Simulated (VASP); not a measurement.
Input of a VASP 6.6.1 run:

Contents of INCAR:

```
SYSTEM = TaGe3Ru
PREC = Accurate
ENCUT = 520
EDIFF = 1E-6
ISMEAR = 0
SIGMA = 0.1
LREAL = .False.
LASPH = .True.
NELM = 100
ALGO = Normal
ISIF = 2
LWAVE = .False.
LCHARG = .False.
GGA = PE
NBANDS = 42
```

KPOINTS

```
regular mesh
0
Gamma
  8 8 8
  0 0 0
```

File POSCAR:

```
TaGe3Ru
1.0
    4.6925278810      0.0000000000      0.0000000000
    0.0000000000      4.6925278810      0.0000000000
    0.0000000000      0.0000000000      4.6925278810
Ta Ge Ru
1 3 1
Direct
    0.0000000000      0.0000000000      0.0000000000
    0.0000000000      0.5000000000      0.5000000000
    0.5000000000      0.0000000000      0.5000000000
    0.5000000000      0.5000000000      0.0000000000
    0.5000000000      0.5000000000      0.5000000000
```

Potentials or basis: VASP PAW PBE potentials, release 64 (Ta_pv, Ge_d, Ru_pv).

Run with:

```sh
$ cat potpaw_PBE.64/Ta_pv/POTCAR potpaw_PBE.64/Ge_d/POTCAR potpaw_PBE.64/Ru_pv/POTCAR > POTCAR
$ mpirun -np 1 vasp_std > vasp.out
```

(1) Estimate the pressure.

Answers

(1) 0.2 GPa.
